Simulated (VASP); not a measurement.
A run of VASP 6.6.1:

The input INCAR:

```
PREC = Accurate
ENCUT = 520
EDIFF = 1E-6
ISMEAR = -1
SIGMA = 0.1
LREAL = False
LASPH = True
NELM = 150
ALGO = Normal
ISIF = 2
LWAVE = False
LCHARG = False
MAGMOM = 0 0 0
LORBIT = 11
LSORBIT = True
GGA_COMPAT = False
LORBMOM = True
LMAXMIX = 4
GGA = RP
NBANDS = 26
```

KPOINTS

```
Automatic mesh
0
Gamma
  12 12 12
```

Contents of POSCAR:

```
Rh
1.0
    0.0000000000      1.8591074964      1.8591074964
    1.8591074964      0.0000000000      1.8591074964
    1.8591074964      1.8591074964      0.0000000000
Rh
1
Direct
    0.0000000000      0.0000000000      0.0000000000
```

Potentials or basis: VASP PAW PBE potentials, release 64 (Rh_pv).

Launch:

```bash
$ cat potpaw_PBE.64/Rh_pv/POTCAR > POTCAR
$ mpirun -np 1 vasp_ncl > vasp.out
```

Hardware: 1 thread of Intel(R) Xeon(R) Platinum 8375C CPU @ 2.90GHz (Ice Lake) (shared host).

**Question.** Estimate the wall time of this run.

**Answer.** Wall time 34 s on 1 thread of Intel(R) Xeon(R) Platinum 8375C CPU @ 2.90GHz (Ice Lake), with other jobs on the host, peak memory 0.18 GiB. Counts: scf iterations 11, k points 72.
